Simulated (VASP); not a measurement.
# Si3C3N8 (P-6) in VASP: a series of runs

The runs below take Si3C3N8 through single point, with PBE, r2SCAN.

All numbers are computed with VASP 6.6.1; they aren't measurements. Logs are shortened: lines on timing, memory, paths and dates and some standing lists are left out, and cuts for length are marked.

**1. The cell of the first run**

It takes space group P-6 (No. 174, hexagonal). Conventional cell: a = 7.084 Å, b = 7.084 Å, c = 2.683 Å, α = 90.00°, β = 90.00°, γ = 120.00°. Within 2.3 Å of Si (site symmetry m) lie 4 N at 1.69 to 1.76 Å. C (site symmetry m) has 4 N at 1.43 to 1.58 Å within 1.9 Å. Within 2.3 Å of N (site symmetry -6) lie 3 Si at 1.71 Å. Within 2.0 Å of N (site symmetry -6) lie 3 C at 1.49 Å. N (site symmetry m) has 2 C at 1.58 Å and 1 Si at 1.76 Å within 2.1 Å. Within 1.9 Å of N (site symmetry m) lie 1 C at 1.43 Å and 2 Si at 1.69 Å.

**2. Single point, PBE**

INCAR reads:

```
SYSTEM = Si3C3N8
PREC = Accurate
ENCUT = 520
EDIFF = 1E-7
ISMEAR = -1
SIGMA = 0.02
LREAL = .False.
LASPH = .True.
NELM = 100
ALGO = Normal
ISIF = 2
LWAVE = .False.
LCHARG = .True.
GGA = PE
LELF = .True.
LVHAR = .True.
NBANDS = 45
```

KPOINTS reads:

```
regular mesh
0
Gamma
  6 6 8
  0 0 0
```

POSCAR reads:

```
Si3C3N8
1.0
    7.0836271487     -0.0000000028      0.0000000000
   -3.5418135719      6.1346010631      0.0000000000
    0.0000000000      0.0000000000      2.6827290951
Si C N
3 3 8
Direct
    0.2261128044      0.8358905494      0.5000000000
    0.1641094506      0.3902222550      0.5000000000
    0.6097777450      0.7738871956      0.5000000000
    0.4262323290      0.2378415026      0.0000000000
    0.8116091735      0.5737676710      0.0000000000
    0.7621584974      0.1883908265      0.0000000000
    0.3333333333      0.6666666667      0.5000000000
    0.6666666667      0.3333333333      0.0000000000
    0.9487226186      0.6361846180      0.5000000000
    0.3029366945      1.0040693134      0.0000000000
    0.7011326189      0.6970633055      0.0000000000
    0.3638153820      0.3125380006      0.5000000000
   -0.0040693134      0.2988673811      0.0000000000
    0.6874619994      0.0512773814      0.5000000000
```

Potentials or basis: VASP PAW PBE potentials, release 64 (Si, C, N).

The run is started by

```console
$ cat potpaw_PBE.64/Si/POTCAR potpaw_PBE.64/C/POTCAR potpaw_PBE.64/N/POTCAR > POTCAR
$ mpirun -np 1 vasp_std > vasp.out
```

OUTCAR:

```text
SYSTEM = Si3C3N8
   PREC = Accurate
   ENCUT = 520
   EDIFF = 1E-7
   ISMEAR = -1
   LREAL = .False.
   LASPH = .True.
   NELM = 100
   ISIF = 2
   GGA = PE

 ion  position               nearest neighbor table
   1  0.226  0.836  0.500-  10 1.69  10 1.69   7 1.71   9 1.76   2 2.96   3 2.96
   2  0.164  0.390  0.500-  13 1.69  13 1.69   7 1.71  12 1.76   1 2.96   3 2.96
   3  0.610  0.774  0.500-  11 1.69  11 1.69   7 1.71  14 1.76   1 2.96   2 2.96
   4  0.426  0.238  0.000-  10 1.43   8 1.49  12 1.58  12 1.58
   5  0.812  0.574  0.000-  11 1.43   8 1.49   9 1.58   9 1.58
   6  0.762  0.188  0.000-  13 1.43   8 1.49  14 1.58  14 1.58
   7  0.333  0.667  0.500-   1 1.71   2 1.71   3 1.71
   8  0.667  0.333  0.000-   6 1.49   5 1.49   4 1.49
   9  0.949  0.636  0.500-   5 1.58   5 1.58   1 1.76
  10  0.303  0.004  0.000-   4 1.43   1 1.69   1 1.69
  11  0.701  0.697  0.000-   5 1.43   3 1.69   3 1.69
  12  0.364  0.313  0.500-   4 1.58   4 1.58   2 1.76
  13  0.996  0.299  0.000-   6 1.43   2 1.69   2 1.69
  14  0.687  0.051  0.500-   6 1.58   6 1.58   3 1.76

  LATTYP: Found a hexagonal cell.
 ALAT       =     7.0836271487
 C/A-ratio  =     0.3787225159

  Lattice vectors:

 A1 = (   7.0836271487,  -0.0000000028,   0.0000000000)
 A2 = (  -3.5418135719,   6.1346010631,   0.0000000000)
 A3 = (   0.0000000000,   0.0000000000,   2.6827290951)

Analysis of symmetry for initial positions (statically):
=====================================================================
 Subroutine PRICEL returns:
 Original cell was already a primitive cell.

 Routine SETGRP: Setting up the symmetry group for a
 hexagonal supercell.

 Subroutine GETGRP returns: Found  6 space group operations
 (whereof  6 operations were pure point group operations)
 out of a pool of 24 trial point group operations.

The static configuration has the point symmetry C_3h.

Analysis of symmetry for dynamics (positions and initial velocities):
=====================================================================
 Subroutine PRICEL returns:
 Original cell was already a primitive cell.

 Routine SETGRP: Setting up the symmetry group for a
 hexagonal supercell.

 Subroutine GETGRP returns: Found  6 space group operations
 (whereof  6 operations were pure point group operations)
 out of a pool of 24 trial point group operations.

The dynamic configuration has the point symmetry C_3h.

 Subroutine INISYM returns: Found  6 space group operations
 (whereof  6 operations are pure point group operations),
 and found     1 'primitive' translations

----------------------------------------------------------------------------------------

                                     Primitive cell

  volume of cell :     116.5786

  direct lattice vectors                    reciprocal lattice vectors
     7.083627149 -0.000000003  0.000000000     0.141170615  0.081504892  0.000000000
    -3.541813572  6.134601063  0.000000000     0.000000000  0.163009785  0.000000000
     0.000000000  0.000000000  2.682729095     0.000000000  0.000000000  0.372754745

  length of vectors
     7.083627149  7.083627149  2.682729095     0.163009785  0.163009785  0.372754745

  position of ions in fractional coordinates (direct lattice)
     0.226112804  0.835890549  0.500000000
     0.164109451  0.390222255  0.500000000
     0.609777745  0.773887196  0.500000000
     0.426232329  0.237841503  0.000000000
     0.811609174  0.573767671  0.000000000
     0.762158497  0.188390826  0.000000000
     0.333333333  0.666666667  0.500000000
     0.666666667  0.333333333  0.000000000
     0.948722619  0.636184618  0.500000000
     0.302936694  0.004069313  0.000000000
     0.701132619  0.697063306  0.000000000
     0.363815382  0.312538001  0.500000000
     0.995930687  0.298867381  0.000000000
     0.687461999  0.051277381  0.500000000

  ion indices of the primitive-cell ions
   primitive index   ion index
                 1           1
                 2           2
                 3           3
                 4           4
                 5           5
                 6           6
                 7           7
                 8           8
                 9           9
                10          10
                11          11
                12          12
                13          13
                14          14

----------------------------------------------------------------------------------------

 KPOINTS: regular mesh

Automatic generation of k-mesh.
 Grid dimensions read from file:
 generate k-points for:    6    6    8

 Generating k-lattice:

  Cartesian coordinates                     Fractional coordinates (reciprocal lattice)
     0.023528436  0.013584149  0.000000000     0.166666667  0.000000000  0.000000000
     0.000000000  0.027168297  0.000000000     0.000000000  0.166666667  0.000000000
     0.000000000  0.000000000  0.046594343     0.000000000  0.000000000  0.125000000

  Length of vectors
     0.027168297  0.027168297  0.046594343

  Shift w.r.t. Gamma in fractional coordinates (k-lattice)
     0.000000000  0.000000000  0.000000000

 Subroutine IBZKPT returns following result:
 ===========================================

 Found     40 irreducible k-points:

 Following reciprocal coordinates:
            Coordinates               Weight
  0.000000  0.000000  0.000000      1.000000
  0.166667 -0.000000  0.000000      6.000000
  0.333333 -0.000000  0.000000      6.000000
  0.500000 -0.000000  0.000000      3.000000
  0.166667  0.166667  0.000000      6.000000
  0.333333  0.166667  0.000000      6.000000
[... 16 lines left out ...]
 -0.333333  0.500000 -0.250000     12.000000
  0.333333  0.333333  0.250000      4.000000
 [... further k-points ...]
   k-points           NKPTS =     40   k-points in BZ     NKDIM =     40   number of bands    NBANDS=     45
   number of dos      NEDOS =    301   number of ions     NIONS =     14
   total plane-waves  NPLWV =  58320
   dimension x,y,z NGX =    54 NGY =   54 NGZ =   20
   dimension x,y,z NGXF=   108 NGYF=  108 NGZF=   40
   ions per type =               3   3   8
   NGX,Y,Z   is equivalent  to a cutoff of  12.67, 12.67, 12.39 a.u.
   NGXF,Y,Z  is equivalent  to a cutoff of  25.35, 25.35, 24.79 a.u.
 SYSTEM =  Si3C3N8
   PREC   = accura    normal or accurate (medium, high low for compatibility)
   ISTART =      0    job   : 0-new  1-cont  2-samecut
   ICHARG =      2    charge: 1-file 2-atom 10-const
   ISPIN  =      1    spin polarized calculation?
   LNONCOLLINEAR =      F non collinear calculations
   LSORBIT =      F    spin-orbit coupling
   LASPH  =      T    aspherical Exc in radial PAW
   ENCUT  =  520.0 eV  38.22 Ry    6.18 a.u.  13.17 13.17  4.99*2*pi/ulx,y,z
   NELM   =    100;   NELMIN=  2; NELMDL= -5     # of ELM steps
   EDIFF  = 0.1E-06   stopping-criterion for ELM
   LREAL  =      F    real-space projection
   EDIFFG = 0.1E-05   stopping-criterion for IOM
   NSW    =      0    number of steps for IOM
   IBRION =     -1    ionic relax: 0-MD 1-quasi-New 2-CG
   NFREE  =      0    steps in history (QN), initial steepest desc. (CG)
   ISIF   =      2    stress and relaxation
   ISYM   =      2    0-nonsym 1-usesym 2-fastsym
   POTIM  = 0.5000    time-step for ionic-motion
   TEBEG  =    0.0;   TEEND  =   0.0 temperature during run
   PSTRESS=    0.0 pullay stress
   NELECT =      64.0000    total number of electrons
   NUPDOWN=      -1.0000    fix difference up-down
   EMIN   =  10.00;   EMAX   =-10.00  energy-range for DOS
   EFERMI =   0.00;   METHOD = LEGACY
   ISMEAR =    -1;   SIGMA  =   0.02  broadening in eV -4-tet -1-fermi 0-gaus
   EFERMI_NEDOS =   21; number of points for ismear=-14 and -15
   IALGO  =     38    algorithm
   IMIX   =      4    mixing-type and parameters
     AMIX     =   0.40;   BMIX     =  1.00
     AMIX_MAG =   1.60;   BMIX_MAG =  1.00
  volume/ion in A,a.u.               =       8.33        56.19
  Fermi-wavevector in a.u.,A,eV,Ry     =   1.340485  2.533149 24.448300  1.796899
  Thomas-Fermi vector in A             =   2.468794
   LORBIT       =      0    0 simple, 1 ext, 2 COOP (PROOUT), +10 PAW based schemes
   GGA     = PE    functional components
   LHFCALC =     F    Hartree Fock is set to
   AEXX    =    0.0000 exact exchange contribution
   IVDW    =     0    specifies the selected vdW correction
   LEPSILON=     F    determine dielectric tensor
   LRPA    =     F    only Hartree local field effects (RPA)
 non-spin polarized calculation
  energy-cutoff  :      520.00
  volume of cell :      116.58
 maximum number of plane-waves:      3170
 NGX is ok and might be reduce to    54
   NGX = 27   NGY = 27   NGZ =  9

 number of electron      63.9999997 magnetization

 Free energy of the ion-electron system (eV)
  ---------------------------------------------------
  ext. energy  EPLUGINS =         0.00000000
  ---------------------------------------------------
  free energy    TOTEN  =      -111.25904214 eV

  energy without entropy =     -111.25904214  energy(sigma->0) =     -111.25904214

 E-fermi :   8.1581     XC(G=0): -11.5420

 val. band max:        7.6968501168   @ k =   0.0000   0.0000   0.1250
 cond. band min:       9.9082645779   @ k =   0.0000   0.0000   0.0000
 fundamental gap:      2.2114144611
 Fermi energy:         8.1581239207

 k-point     1 :       0.0000    0.0000    0.0000
  band No.  band energies     occupation
      1     -13.9631      2.00000
      2     -12.0839      2.00000
      3     -12.0839      2.00000
      4     -10.5079      2.00000
      5      -9.7529      2.00000
      6      -9.7529      2.00000
[... 36 lines left out ...]
     43      15.2774      0.00000
     44      15.2774      0.00000
[... 1040 lines left out ...]
      4      -9.5943      2.00000
      5      -9.2614      2.00000
      6      -8.1968      2.00000
[... 36 lines left out ...]
     43      15.9169      0.00000
     44      16.1568      0.00000

 [... further k-points ...]

 [bands above 44 left out]

------------------------ aborting loop because EDIFF is reached ----------------------------------------

  FORCE on cell =-STRESS in cart. coord.  units (eV):
  Direction    XX          YY          ZZ          XY          YZ          ZX
  --------------------------------------------------------------------------------------
  -------------------------------------------------------------------------------------
  Total       -0.0277563     -0.0277563     -0.0711108      0.0000000      0.0000000      0.0000000
  in kB       -0.3814644     -0.3814644     -0.9772987      0.0000003      0.0000000      0.0000000
  external PRESSURE =      -0.5800759 kB  Pullay stress =       0.0000000 kB

 VOLUME and BASIS-vectors are now :
 -----------------------------------------------------------------------------
  energy-cutoff  :      520.00
  volume of cell :      116.58
      direct lattice vectors                 reciprocal lattice vectors
     7.083627149 -0.000000003  0.000000000     0.141170615  0.081504892  0.000000000
    -3.541813572  6.134601063  0.000000000     0.000000000  0.163009785  0.000000000
     0.000000000  0.000000000  2.682729095     0.000000000  0.000000000  0.372754745

 POSITION                                       TOTAL-FORCE (eV/Angst)
 -----------------------------------------------------------------------------------
     -1.35887      5.12786      1.34136        -0.005740     -0.007319     -0.000000
     -0.21960      2.39386      1.34136         0.009208     -0.001311     -0.000000
      1.57847      4.74749      1.34136        -0.003468      0.008630      0.000000
      2.17688      1.45906      0.00000        -0.019328      0.026752     -0.000000
      3.71696      3.51984      0.00000         0.032832      0.003363      0.000000
      4.73160      1.15570      0.00000        -0.013504     -0.030114     -0.000000
      0.00000      4.08973      1.34136         0.000000     -0.000000     -0.000000
      3.54181      2.04487      0.00000         0.000000     -0.000000     -0.000000
      4.46715      3.90274      1.34136         0.022338      0.024616     -0.000000
      2.13148      0.02496      0.00000        -0.001834     -0.059794     -0.000000
      2.49769      4.27621      0.00000        -0.050866      0.031486     -0.000000
      1.47018      1.91730      1.34136        -0.032487      0.007037     -0.000000
      5.99627      1.83343      0.00000         0.052700      0.028308     -0.000000
      4.68811      0.31457      1.34136         0.010149     -0.031653      0.000000
 -----------------------------------------------------------------------------------
    total drift:                                0.000001     -0.000002      0.000000

  FREE ENERGIE OF THE ION-ELECTRON SYSTEM (eV)
  ---------------------------------------------------
  free  energy   TOTEN  =      -111.2590421448 eV

  energy  without entropy=     -111.2590421448  energy(sigma->0) =     -111.25904214
```

Run time: 5.2 min. Hardware: 1 thread of Intel Xeon 6975P-C (Granite Rapids), shared host; peak memory 0.32 GiB.

Results:

| Item | Value |
| --- | --- |
| Free energy | -111.2590 eV |
| Pressure | -0.1 GPa |
| Largest force | 0.060 eV/Å |
| Band gap on the k mesh | 2.21 eV (least direct gap 2.39 eV) |

Forces in eV/Å, atoms in the order of the input:
```
Si  -0.006 -0.007  0.000
Si   0.009 -0.001  0.000
Si  -0.003  0.009  0.000
C   -0.019  0.027  0.000
C    0.033  0.003  0.000
C   -0.014 -0.030  0.000
N    0.000  0.000  0.000
N    0.000  0.000  0.000
N    0.022  0.025  0.000
N   -0.002 -0.060  0.000
N   -0.051  0.031  0.000
N   -0.032  0.007  0.000
N    0.053  0.028  0.000
N    0.010 -0.032  0.000
```

Levels at points of the mesh, in eV from the valence-band top:
| k point | band 29 | band 30 | band 31 | band 32 | band 33 | band 34 | band 35 | band 36 |
| --- | --- | --- | --- | --- | --- | --- | --- | --- |
| (0.00, 0.00, 0.00) | -1.23 | -0.59 | -0.34 | -0.18 | 2.21 | 2.55 | 2.55 | 4.79 |
| (0.50, 0.00, 0.00) | -1.47 | -0.65 | -0.44 | -0.27 | 2.59 | 2.63 | 2.72 | 4.87 |
| (0.00, 0.00, 0.50) | -2.12 | -1.73 | -1.73 | -1.37 | 2.74 | 2.74 | 5.15 | 5.15 |
| (0.50, 0.00, 0.50) | -1.96 | -1.71 | -1.49 | -1.01 | 2.50 | 3.31 | 4.35 | 5.30 |

[end of part 1 of 2]
